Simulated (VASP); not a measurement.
A run of VASP 6.6.1:

The input INCAR:

```
ALGO = Normal
EDIFF = 1E-6
ENCUT = 520
GGA = PS
ISIF = 2
ISMEAR = -1
LASPH = True
LCHARG = True
LELF = True
LREAL = False
LVHAR = True
LWAVE = False
NBANDS = 22
NELM = 60
PREC = Accurate
SIGMA = 0.05
```

The input KPOINTS:

```
k-points
0
Gamma
  8 8 3
```

Contents of POSCAR:

```
Na3Cl
1.0
    3.4630168775      0.0000000000      0.0000000000
    0.0000000000      3.4630168775      0.0000000000
    0.0000000000      0.0000000000      9.4232924039
Cl Na
1 3
Direct
    0.0000000000      0.0000000000      0.0000000000
    0.5000000000      0.5000000000      0.1743329800
    0.5000000000      0.5000000000      0.8256670200
    0.0000000000      0.0000000000      0.5000000000
```

Potentials or basis: VASP PAW PBE potentials, release 64 (Cl, Na_pv).

The run is started by

```console
$ cat potpaw_PBE.64/Cl/POTCAR potpaw_PBE.64/Na_pv/POTCAR > POTCAR
$ mpirun -np 1 vasp_std > vasp.out
```

Hardware: 1 thread of Intel Xeon 8259CL, on a shared host.

Problem. Estimate the wall time of this run.

Solution. Run time: 87 s on 1 thread of Intel Xeon 8259CL (shared host), peak memory 0.24 GiB. Counts: scf iterations 12, k points 30.
